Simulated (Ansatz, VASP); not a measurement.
**Sr in VASP and in Ansatz**

INCAR

```
ALGO = Fast ; EDIFF = 1E-6
ENCUT = 520 ; GGA = PE
ISIF = 2 ; ISMEAR = 0
LASPH = T ; LCHARG = F
LREAL = F ; LWAVE = F
NBANDS = 11 ; NELM = 100
PREC = Accurate ; SIGMA = 0.15
```

KPOINTS

```
k-points
0
Gamma
  14 14 14
```

File POSCAR:

```
Sr
1.0
   -2.6190000000      2.6190000000      2.6190000000
    2.6190000000     -2.6190000000      2.6190000000
    2.6190000000      2.6190000000     -2.6190000000
Sr
1
Direct
    0.0000000000      0.0000000000      0.0000000000
```

Input for Ansatz:

```yaml
crystal:
  lattice:
    - [-2.619, 2.619, 2.619]
    - [2.619, -2.619, 2.619]
    - [2.619, 2.619, -2.619]
  atoms:
    - { symbol: Sr, position: [0.0, 0.0, 0.0] }
basis:
  ecutwfc: 420
kpoints:
  mp_grid: { grid: [14, 14, 14] }
hamiltonian:
  xc: pbe
scf:
  occupations: { method: gaussian, width: 0.15 }
output:
  forces: true
  stress: true
  eigenvalues: true
```

Change from the starting cell: strain +0.080 along x and y, +0.080 along z, atoms carried along.

Alike in both runs: task single point; functional PBE; k mesh 14 × 14 × 14; occupations gaussian, width 0.15 eV; no spin polarisation.

```csv
,VASP,Ansatz
version,VASP 6.6.1,Ansatz 0.2.0
potentials or method,"VASP PAW PBE potentials, release 64 (Sr_sv), cutoff 520 eV","scalar-relativistic, plane waves, PAW"
valence electrons in the cell,10,10
```

```tsv
	VASP	Ansatz	Ansatz less VASP
gap on the k mesh at the Fermi level (eV)	none	none	-
pressure (GPa)	-2.0	-2.0	0.00
```

A gap of «none» marks a metal or a gap that the smearing closes. With one functional, cell and mesh, what is left measures potentials, basis and numerics.
